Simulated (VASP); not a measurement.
Wanted: the native input for a VASP 6.6.1 run.

| Property | Result |
| --- | --- |
| Task | electric field gradients |
| Functional | LDA |
| Potentials or basis | VASP PAW LDA potentials, release 64 (Sb, Au) |
| Cutoff | 520 eV |
| k mesh | 10 × 10 × 10 |
| Occupations | fermi-dirac, width 0.05 eV |
| Spin | no spin polarisation |
| Dipole correction | no |
| Further INCAR settings | ALGO = Normal; EDIFF = 1e-08; NBANDS = 21 |

The structure of Sb3Au lies in POSCAR:

```
Sb3Au
1.0
   -3.0996229802      3.0996229802      3.0996229802
    3.0996229802     -3.0996229802      3.0996229802
    3.0996229802      3.0996229802     -3.0996229802
Sb Au
3 1
Direct
    0.0000000000      0.5000000000      0.5000000000
    0.5000000000      0.0000000000      0.5000000000
    0.5000000000      0.5000000000      0.0000000000
    0.0000000000      0.0000000000      0.0000000000
```

These files were run (other wordings do the same):

INCAR

```
SYSTEM = Sb3Au
PREC = Accurate
ENCUT = 520
EDIFF = 1E-8
ISMEAR = -1
SIGMA = 0.05
LREAL = .FALSE.
LASPH = .TRUE.
NELM = 60
ALGO = Normal
ISIF = 2
LWAVE = .FALSE.
LCHARG = .FALSE.
LEFG = .TRUE.
NBANDS = 21
```

KPOINTS

```
Automatic mesh
0
G
  10 10 10
  0 0 0
```

Potentials or basis: VASP PAW LDA potentials, release 64 (Sb, Au).

Run with:

```console
$ cat potpaw_LDA.64/Sb/POTCAR potpaw_LDA.64/Au/POTCAR > POTCAR
$ mpirun -np 1 vasp_std > vasp.out
```

Results of the run:

The pressure is -9.8 GPa. The band gap on the k mesh is zero (bands 13 and 14 overlap by 2.44 eV). The largest electric field gradient by atom is Sb -4.8; Au +0.0 V/Å².

Caveat: the cell stands under tension; without QUAD_EFG the Cq values of the log hold for a quadrupole moment of 1 mb, not for the nuclei; spin-orbit coupling is left out, which moves the levels of the heavy elements.

Run time: 2.9 min on 1 thread of Oxide Virtual Turin-like Processor, on a shared host, peak memory 0.24 GiB.
